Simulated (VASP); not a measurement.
Wanted: the native input for a VASP 6.6.1 run.

```
Task                   : single point
Functional             : PBE
Potentials or basis    : VASP PAW PBE potentials, release 64 (Cd, C, Cl)
Cutoff                 : 520 eV
k mesh                 : 4 × 4 × 4
Occupations            : fermi-dirac, width 0.1 eV
Spin                   : no spin polarisation
Dipole correction      : no
Further INCAR settings : ALGO = Normal; EDIFF = 1e-06; NBANDS = 48
```

The structure of CdCCl3 lies in POSCAR:

```
CdCCl3
1.0
    2.5789340000     -5.8749940000      0.0000000000
    2.5789340000     -2.3714500000     -5.3750940000
    5.4023340000      2.3714500000      5.3750940000
Cd C Cl
2 2 6
Direct
    0.0000000000      0.0000000000      0.0000000000
    0.5000000000      0.0000000000      0.5000000000
    0.7500000000      0.5000000000      0.7500000000
    0.2500000000      0.5000000000      0.2500000000
    0.2500000000      0.5000000000      0.7500000000
    0.2500000000      0.0000000000      0.7500000000
    0.7500000000      0.0000000000      0.7500000000
    0.7500000000      0.5000000000      0.2500000000
    0.7500000000      0.0000000000      0.2500000000
    0.2500000000      0.0000000000      0.2500000000
```

One way to write it, as run:

INCAR

```
PREC = Accurate
ENCUT = 520
EDIFF = 1E-6
ISMEAR = -1
SIGMA = 0.1
LREAL = False
LASPH = True
NELM = 100
ALGO = Normal
ISIF = 2
LWAVE = False
LCHARG = True
GGA = PE
LELF = True
LVHAR = True
NBANDS = 48
```

KPOINTS

```
Automatic mesh
0
Gamma
  4 4 4
```

Potentials or basis: VASP PAW PBE potentials, release 64 (Cd, C, Cl).

The run is started by

```sh
$ cat potpaw_PBE.64/Cd/POTCAR potpaw_PBE.64/C/POTCAR potpaw_PBE.64/Cl/POTCAR > POTCAR
$ mpirun -np 1 vasp_std > vasp.out
```

Results of the run:

```
Pressure               : 2.2 GPa
Band gap on the k mesh : zero (bands 37 and 38 overlap by 0.19 eV)
```

Wall time 100 s on 1 thread of Intel(R) Xeon(R) 6975P-C (Granite Rapids) (shared host), peak memory 0.43 GiB.
